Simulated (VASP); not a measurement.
# CoH3 (Pm-3m) in VASP: further runs

CoH3 is run at these levels: PBE; tasks: single point, relaxation of cell and atoms.

Program: VASP 6.6.1. These are calculated values, not measurements. Logs are shortened: lines on timing, memory, paths and dates and some standing lists are left out, and cuts for length are marked.

## Step 1: The cell of the first run

The structure is cubic, space group Pm-3m (No. 221). The conventional cell has a = 2.611 Å, b = 2.611 Å, c = 2.611 Å, α = 90.00°, β = 90.00°, γ = 90.00°. Within 2.5 Å of Co (site symmetry m-3m) lie 12 H at 1.85 Å. Within 2.5 Å of H (site symmetry 4/mmm) lie 4 Co at 1.85 Å and 8 H at 1.85 Å.

## Step 2: Single point, PBE, collinear spin, ferromagnetic start

INCAR

```
ALGO = Normal
EDIFF = 1E-6
ENCUT = 520
GGA = PE
ISIF = 2
ISMEAR = 0
ISPIN = 2
LASPH = True
LCHARG = False
LMAXMIX = 4
LORBIT = 11
LREAL = False
LWAVE = False
MAGMOM = 3 0 0 0
NBANDS = 18
NELM = 150
PREC = Accurate
SIGMA = 0.1
```

KPOINTS

```
k-points
0
Gamma
  8 8 8
```

POSCAR

```
CoH3
1.0
    2.6113350000      0.0000000000      0.0000000000
    0.0000000000      2.6113350000      0.0000000000
    0.0000000000      0.0000000000      2.6113350000
Co H
1 3
Direct
    0.0000000000      0.0000000000      0.0000000000
    0.0000000000      0.5000000000      0.5000000000
    0.5000000000      0.0000000000      0.5000000000
    0.5000000000      0.5000000000      0.0000000000
```

Potentials or basis: VASP PAW PBE potentials, release 64 (Co, H).

On the command line:

```sh
$ cat potpaw_PBE.64/Co/POTCAR potpaw_PBE.64/H/POTCAR > POTCAR
$ mpirun -np 1 vasp_std > vasp.out
```

OUTCAR:

```text
EDIFF = 1E-6
   ENCUT = 520
   GGA = PE
   ISIF = 2
   ISMEAR = 0
   ISPIN = 2
   LASPH = True
   LORBIT = 11
   LREAL = False
   NELM = 150
   PREC = Accurate

 ion  position               nearest neighbor table
   1  0.000  0.000  0.000-   2 1.85   3 1.85   4 1.85   2 1.85   3 1.85   2 1.85   4 1.85   2 1.85
                             3 1.85   4 1.85   3 1.85   4 1.85
   2  0.000  0.500  0.500-   1 1.85   1 1.85   1 1.85   1 1.85
   3  0.500  0.000  0.500-   1 1.85   1 1.85   1 1.85   1 1.85
   4  0.500  0.500  0.000-   1 1.85   1 1.85   1 1.85   1 1.85

  LATTYP: Found a simple cubic cell.
 ALAT       =     2.6113350000

  Lattice vectors:

 A1 = (   2.6113350000,   0.0000000000,   0.0000000000)
 A2 = (   0.0000000000,   2.6113350000,   0.0000000000)
 A3 = (   0.0000000000,   0.0000000000,   2.6113350000)

Analysis of symmetry for initial positions (statically):
=====================================================================
 Subroutine PRICEL returns:
 Original cell was already a primitive cell.

 Routine SETGRP: Setting up the symmetry group for a
 simple cubic supercell.

 Subroutine GETGRP returns: Found 48 space group operations
 (whereof 48 operations were pure point group operations)
 out of a pool of 48 trial point group operations.

The static configuration has the point symmetry O_h .

Analysis of symmetry for dynamics (positions and initial velocities):
=====================================================================
 Subroutine PRICEL returns:
 Original cell was already a primitive cell.

 Routine SETGRP: Setting up the symmetry group for a
 simple cubic supercell.

 Subroutine GETGRP returns: Found 48 space group operations
 (whereof 48 operations were pure point group operations)
 out of a pool of 48 trial point group operations.

The dynamic configuration has the point symmetry O_h .

Analysis of structural, dynamic, and magnetic symmetry:
=====================================================================
 Subroutine PRICEL returns:
 Original cell was already a primitive cell.

 Routine SETGRP: Setting up the symmetry group for a
 simple cubic supercell.

 Subroutine GETGRP returns: Found 48 space group operations
 (whereof 48 operations were pure point group operations)
[... 130 lines left out ...]
   LORBIT       =     11    0 simple, 1 ext, 2 COOP (PROOUT), +10 PAW based schemes
   GGA     = PE    functional components
   LHFCALC =     F    Hartree Fock is set to
   AEXX    =    0.0000 exact exchange contribution
   IVDW    =     0    specifies the selected vdW correction
   LEPSILON=     F    determine dielectric tensor
   LRPA    =     F    only Hartree local field effects (RPA)
 spin polarized calculation
 Gauss-broadening in eV      SIGMA  =   0.10
  energy-cutoff  :      520.00
  volume of cell :       17.81
 maximum number of plane-waves:       500
 NGX is ok and might be reduce to    20
   NGX =  9   NGY =  9   NGZ =  9

 number of electron      11.9999996 magnetization       0.0468086

 number of electron      11.9999996 magnetization      -0.0013890

 Free energy of the ion-electron system (eV)
  ---------------------------------------------------
  ext. energy  EPLUGINS =         0.00000000
  ---------------------------------------------------
  free energy    TOTEN  =       -16.18819987 eV

  energy without entropy =      -16.18127316  energy(sigma->0) =      -16.18473652

 E-fermi :   8.3152     XC(G=0): -12.7703

 val. band max:        8.3025503231   @ k =   0.5000   0.3750   0.1250
 cond. band min:       8.3269379055   @ k =   0.5000   0.3750   0.2500
 fundamental gap:      0.0243875824
 Fermi energy:         8.3152104898

 spin component 1

 k-point     1 :       0.0000    0.0000    0.0000
  band No.  band energies     occupation
      1      -5.9279      1.00000
      2       3.6213      1.00000
      3       3.6213      1.00000
      4       7.4000      1.00000
      5       7.4000      1.00000
      6       7.4000      1.00000
[... 493 lines left out ...]
     17      41.7410      0.00000
     18      42.5252      0.00000

 [... further k-points ...]

 spin component 2

 k-point     1 :       0.0000    0.0000    0.0000
  band No.  band energies     occupation
      1      -5.9278      1.00000
      2       3.6203      1.00000
      3       3.6203      1.00000
      4       7.3995      1.00000
      5       7.3995      1.00000
      6       7.3995      1.00000
[... 493 lines left out ...]
     17      41.7409      0.00000
     18      42.5251      0.00000

 [... further k-points ...]

------------------------ aborting loop because EDIFF is reached ----------------------------------------

  FORCE on cell =-STRESS in cart. coord.  units (eV):
  Direction    XX          YY          ZZ          XY          YZ          ZX
  --------------------------------------------------------------------------------------
  -------------------------------------------------------------------------------------
  Total        0.0073322      0.0073322      0.0073322      0.0000000     -0.0000000     -0.0000000
  in kB        0.6597183      0.6597183      0.6597183      0.0000000     -0.0000000     -0.0000000
  external PRESSURE =       0.6597183 kB  Pullay stress =       0.0000000 kB

 VOLUME and BASIS-vectors are now :
 -----------------------------------------------------------------------------
  energy-cutoff  :      520.00
  volume of cell :       17.81
      direct lattice vectors                 reciprocal lattice vectors
     2.611335000  0.000000000  0.000000000     0.382945888  0.000000000  0.000000000
     0.000000000  2.611335000  0.000000000     0.000000000  0.382945888  0.000000000
     0.000000000  0.000000000  2.611335000     0.000000000  0.000000000  0.382945888

 POSITION                                       TOTAL-FORCE (eV/Angst)
 -----------------------------------------------------------------------------------
      0.00000      0.00000      0.00000         0.000000      0.000000      0.000000
      0.00000      1.30567      1.30567         0.000000      0.000000      0.000000
      1.30567      0.00000      1.30567         0.000000      0.000000      0.000000
      1.30567      1.30567      0.00000         0.000000      0.000000      0.000000
 -----------------------------------------------------------------------------------
    total drift:                               -0.000000      0.000000     -0.000000

  FREE ENERGIE OF THE ION-ELECTRON SYSTEM (eV)
  ---------------------------------------------------
  free  energy   TOTEN  =       -16.1881998734 eV

  energy  without entropy=      -16.1812731586  energy(sigma->0) =      -16.18473652

 total charge

# of ion       s       p       d       tot
------------------------------------------
    1        0.405   0.593   7.522   8.521
    2        0.476   0.030   0.000   0.506
    3        0.476   0.030   0.000   0.506
    4        0.476   0.030   0.000   0.506
--------------------------------------------------
tot          1.834   0.683   7.522  10.039

 magnetization (x)

# of ion       s       p       d       tot
------------------------------------------
    1        0.000  -0.000  -0.001  -0.001
    2        0.000   0.000   0.000   0.000
    3        0.000   0.000   0.000   0.000
    4        0.000   0.000   0.000   0.000
--------------------------------------------------
tot          0.000   0.000  -0.001  -0.001
```

OSZICAR:

```text
N       E                     dE             d eps       ncg     rms          rms(c)
DAV:   1     0.391330104242E+02    0.39133E+02   -0.48934E+03  2632   0.734E+02
DAV:   2    -0.148994332071E+02   -0.54032E+02   -0.47724E+02  2776   0.161E+02
DAV:   3    -0.172115004656E+02   -0.23121E+01   -0.22594E+01  3006   0.345E+01
DAV:   4    -0.172309621539E+02   -0.19462E-01   -0.19442E-01  2880   0.286E+00
DAV:   5    -0.172313066300E+02   -0.34448E-03   -0.34444E-03  3196   0.384E-01    0.171E+01
DAV:   6    -0.178092672223E+02   -0.57796E+00   -0.30230E+01  3210   0.571E+01    0.111E+01
DAV:   7    -0.161857635566E+02    0.16235E+01   -0.13756E+01  3110   0.348E+01    0.360E+00
DAV:   8    -0.161878276604E+02   -0.20641E-02   -0.31797E-01  3114   0.358E+00    0.138E+00
DAV:   9    -0.161881850177E+02   -0.35736E-03   -0.12943E-02  3248   0.675E-01    0.616E-01
DAV:  10    -0.161880826483E+02    0.10237E-03   -0.27040E-03  3472   0.355E-01    0.112E-01
DAV:  11    -0.161881872177E+02   -0.10457E-03   -0.18515E-04  3098   0.115E-01    0.645E-02
DAV:  12    -0.161881989424E+02   -0.11725E-04   -0.52056E-05  3212   0.648E-02    0.179E-02
DAV:  13    -0.161881998734E+02   -0.93099E-06   -0.68867E-06  3092   0.167E-02
   1 F= -.16188200E+02 E0= -.16184737E+02  d E =-.692671E-02  mag=    -0.0005
```

It took 19 s on 1 thread of AMD EPYC 7R43 (Zen 3), shared host; peak memory 0.1 GiB.

What came out:

- Free energy: -16.1882 eV
- Pressure: 0.1 GPa
- Band gap on the k mesh: zero (filled and empty bands overlap)
- Net moment: 0.00 μB per cell
- Valence electrons inside the program's atomic spheres: Co 8.52; H 0.51

Levels at points of the mesh, in eV from the Fermi level:
Spin up:
| k point | band 3 | band 4 | band 5 | band 6 | band 7 | band 8 | band 9 | band 10 |
| --- | --- | --- | --- | --- | --- | --- | --- | --- |
| (0.00, 0.00, 0.00) | -4.69 | -0.92 | -0.92 | -0.92 | 5.84 | 5.84 | 10.38 | 10.38 |
| (0.50, 0.00, 0.00) | -3.24 | -1.94 | -1.94 | -0.83 | 0.37 | 3.56 | 14.68 | 16.52 |
| (0.50, 0.50, 0.00) | -4.94 | -3.43 | -1.70 | -1.70 | -0.32 | 3.11 | 5.12 | 15.82 |
| (0.50, 0.50, 0.50) | -6.36 | -0.26 | -0.26 | 4.16 | 4.16 | 4.16 | 5.03 | 5.03 |
Spin down:
```
           k point  band 2  band 3  band 4  band 5  band 6  band 7  band 8  band 9  band 10  band 11
(0.00, 0.00, 0.00)   -4.69   -4.69   -0.92   -0.92   -0.92    5.84    5.84   10.38    10.38    10.38
(0.50, 0.00, 0.00)   -8.70   -3.24   -1.94   -1.94   -0.83    0.37    3.56   14.68    16.52    16.52
(0.50, 0.50, 0.00)   -4.94   -4.94   -3.43   -1.70   -1.70   -0.32    3.11    5.12    15.82    15.82
(0.50, 0.50, 0.50)   -6.36   -6.36   -0.27   -0.27    4.16    4.16    4.16    5.03     5.03     5.03
```

Caveat: the moments typed at the start vanished in this run.

## Step 3: Single point, PBE

INCAR

```
  PREC = Accurate
  ENCUT = 520
  EDIFF = 1E-6
  ISMEAR = 0
  SIGMA = 0.1
  LREAL = F
  LASPH = T
  NELM = 60
  ALGO = Normal
  ISIF = 2
  LWAVE = F
  LCHARG = F
  GGA = PE
  NBANDS = 14
```

KPOINTS

```
regular mesh
0
Gamma
  18 18 18
```

POSCAR

```
CoH3
1.0
    2.6126434766      0.0000000000      0.0000000000
    0.0000000000      2.6126434766      0.0000000000
    0.0000000000      0.0000000000      2.6126434766
Co H
1 3
Direct
    0.0000000000      0.0000000000      0.0000000000
    0.0000000000      0.5000000000      0.5000000000
    0.5000000000      0.0000000000      0.5000000000
    0.5000000000      0.5000000000      0.0000000000
```

Potentials or basis: VASP PAW PBE potentials, release 64 (Co, H).

On the command line:

```sh
$ cat potpaw_PBE.64/Co/POTCAR potpaw_PBE.64/H/POTCAR > POTCAR
$ mpirun -np 1 vasp_std > vasp.out
```

It took 41 s on 1 thread of AMD EPYC 7R43 (Zen 3), shared host; peak memory 0.13 GiB.

It converged, with:

| Quantity | Value |
| --- | --- |
| Free energy | -16.1979 eV |
| Pressure | -0.5 GPa |
| Band gap on the k mesh | zero (bands 6 and 7 overlap by 4.48 eV) |

Levels at points of the mesh, in eV from the Fermi level:
```
           k point  band 4  band 5  band 6  band 7  band 8  band 9
(0.00, 0.00, 0.00)   -0.89   -0.89   -0.89    5.86    5.86   10.40
(0.50, 0.00, 0.00)   -1.92   -1.92   -0.81    0.39    3.58   14.68
(0.50, 0.50, 0.00)   -3.41   -1.68   -1.68   -0.30    3.13    5.13
(0.50, 0.50, 0.50)   -0.25   -0.25    4.18    4.18    4.18    5.05
```

Caveat: the run has no spin polarisation, though such a crystal can be magnetic.

## Step 4: Relaxation of cell and atoms, PBE

INCAR

```
SYSTEM = CoH3
PREC = Accurate
ENCUT = 600
EDIFF = 1E-7
ISMEAR = 0
SIGMA = 0.1
LREAL = .FALSE.
LASPH = .TRUE.
NELM = 100
ALGO = Normal
ISIF = 3
LWAVE = .FALSE.
LCHARG = .FALSE.
GGA = PE
IBRION = 2
NSW = 100
EDIFFG = -0.01
```

KPOINTS

```
Automatic mesh
0
G
  18 18 18
  0 0 0
```

POSCAR

```
CoH3
1.0
    2.6113350000      0.0000000000      0.0000000000
    0.0000000000      2.6113350000      0.0000000000
    0.0000000000      0.0000000000      2.6113350000
Co H
1 3
Direct
    0.0000000000      0.0000000000      0.0000000000
    0.0000000000      0.5000000000      0.5000000000
    0.5000000000      0.0000000000      0.5000000000
    0.5000000000      0.5000000000      0.0000000000
```

Potentials or basis: VASP PAW PBE potentials, release 64 (Co, H).

On the command line:

```sh
$ cat potpaw_PBE.64/Co/POTCAR potpaw_PBE.64/H/POTCAR > POTCAR
$ mpirun -np 1 vasp_std > vasp.out
```

OUTCAR:

```text
SYSTEM = CoH3
   PREC = Accurate
   ENCUT = 600
   EDIFF = 1E-7
   ISMEAR = 0
   LREAL = .FALSE.
   LASPH = .TRUE.
   NELM = 100
   ISIF = 3
   GGA = PE
   IBRION = 2
   NSW = 100
   EDIFFG = -0.01

 ion  position               nearest neighbor table
   1  0.000  0.000  0.000-   2 1.85   3 1.85   4 1.85   2 1.85   3 1.85   2 1.85   4 1.85   2 1.85
                             3 1.85   4 1.85   3 1.85   4 1.85
   2  0.000  0.500  0.500-   1 1.85   1 1.85   1 1.85   1 1.85
   3  0.500  0.000  0.500-   1 1.85   1 1.85   1 1.85   1 1.85
   4  0.500  0.500  0.000-   1 1.85   1 1.85   1 1.85   1 1.85

  LATTYP: Found a simple cubic cell.
 ALAT       =     2.6113350000

  Lattice vectors:

 A1 = (   2.6113350000,   0.0000000000,   0.0000000000)
 A2 = (   0.0000000000,   2.6113350000,   0.0000000000)
 A3 = (   0.0000000000,   0.0000000000,   2.6113350000)

Analysis of symmetry for initial positions (statically):
=====================================================================
 Subroutine PRICEL returns:
 Original cell was already a primitive cell.

[... 189 lines left out ...]
      6       7.3934      2.00000
      7      14.1561      0.00000
      8      14.1561      0.00000
      9      18.6920      0.00000
     10      18.6920      0.00000
[... 287 lines left out ...]
 k-point    24 :       0.3333    0.1111    0.0000
  band No.  band energies     occupation
      1      -3.3476      2.00000
      2       2.1676      2.00000
      3       4.6238      2.00000
      4       6.3667      2.00000
      5       6.6227      2.00000
      6       7.3399      2.00000
      7       9.1608      0.00000
      8      12.3594      0.00000
      9      18.9985      0.00000
     10      22.3838      0.00000

 [... further k-points ...]

------------------------ aborting loop because EDIFF is reached ----------------------------------------

  FORCE on cell =-STRESS in cart. coord.  units (eV):
  Direction    XX          YY          ZZ          XY          YZ          ZX
  --------------------------------------------------------------------------------------
  -------------------------------------------------------------------------------------
  Total        0.0011080      0.0011080      0.0011080     -0.0000000      0.0000000     -0.0000000
  in kB        0.0996967      0.0996967      0.0996967     -0.0000000      0.0000000     -0.0000000
  external PRESSURE =       0.0996967 kB  Pullay stress =       0.0000000 kB

 VOLUME and BASIS-vectors are now :
 -----------------------------------------------------------------------------
  energy-cutoff  :      600.00
  volume of cell :       17.81
      direct lattice vectors                 reciprocal lattice vectors
     2.611335000  0.000000000  0.000000000     0.382945888  0.000000000  0.000000000
     0.000000000  2.611335000  0.000000000     0.000000000  0.382945888  0.000000000
     0.000000000  0.000000000  2.611335000     0.000000000  0.000000000  0.382945888

 POSITION                                       TOTAL-FORCE (eV/Angst)
 -----------------------------------------------------------------------------------
      0.00000      0.00000      0.00000         0.000000      0.000000      0.000000
      0.00000      1.30567      1.30567         0.000000      0.000000      0.000000
      1.30567      0.00000      1.30567         0.000000      0.000000      0.000000
      1.30567      1.30567      0.00000         0.000000      0.000000      0.000000
 -----------------------------------------------------------------------------------
    total drift:                                0.000000      0.000000      0.000000

  FREE ENERGIE OF THE ION-ELECTRON SYSTEM (eV)
  ---------------------------------------------------
  free  energy   TOTEN  =       -16.1993036236 eV

  energy  without entropy=      -16.1956353348  energy(sigma->0) =      -16.19746948

 reached required accuracy - stopping structural energy minimisation
```

It took 48 s on 1 thread of AMD EPYC 7R43 (Zen 3), shared host; peak memory 0.15 GiB.

What came out:

- Free energy: -16.1993 eV
- Pressure after relaxing: 0.0 GPa
- Band gap on the k mesh: zero (bands 6 and 7 overlap by 4.49 eV)

Final structure:
```cif
data_structure
_symmetry_space_group_name_H-M 'P 1'
_symmetry_Int_Tables_number 1
_cell_length_a 2.6113
_cell_length_b 2.6113
_cell_length_c 2.6113
_cell_angle_alpha 90.000
_cell_angle_beta 90.000
_cell_angle_gamma 90.000
_cell_volume 17.81
loop_
_atom_site_label
_atom_site_type_symbol
_atom_site_fract_x
_atom_site_fract_y
_atom_site_fract_z
_atom_site_occupancy
Co1 Co 0.00000 0.00000 0.00000 1
H1 H 0.00000 0.50000 0.50000 1
H2 H 0.50000 0.00000 0.50000 1
H3 H 0.50000 0.50000 0.00000 1
```

Caveat: the relaxation stopped at its first step, so nothing moved; the run has no spin polarisation, though such a crystal can be magnetic.

The gap in the log of VASP goes by the Fermi energy; the results here count the filled bands.